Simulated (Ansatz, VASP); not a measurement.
# One calculation of W, two programs

```xyz
1
Lattice="0.0000 2.1781 1.5994 2.1781 0.0000 1.5994 2.1781 2.1781 0.0000" Properties=species:S:1:pos:R:3 pbc="T T T"
W     0.0000    0.0000    0.0000
```

Alike in both runs: task single point; functional LDA; k mesh 22 × 22 × 22; occupations gaussian, width 0.15 eV; no spin polarisation.

```csv
,VASP,Ansatz
version,VASP 6.6.1,Ansatz 0.2.0
potentials or method,"VASP PAW LDA potentials, release 64 (W_sv), cutoff 520 eV","scalar-relativistic, plane waves, PAW"
valence electrons in the cell,14,14
```

|  | VASP | Ansatz | Ansatz less VASP |
| --- | --- | --- | --- |
| gap on the k mesh at the Fermi level (eV) | none | none | - |
| pressure (GPa) | 7.6 | 5.6 | -1.98 |
| traceless stress, the component that is largest in VASP (GPa) | -8.25 | -8.21 | +0.042 |

Ansatz warns that its potentials were made for another functional, while VASP's fit it. LDA's correlation is that of Perdew and Zunger in VASP and of Perdew and Wang (1992) in Ansatz. A gap of «none» marks a metal or a gap that the smearing closes.

Spin-orbit coupling is off throughout.
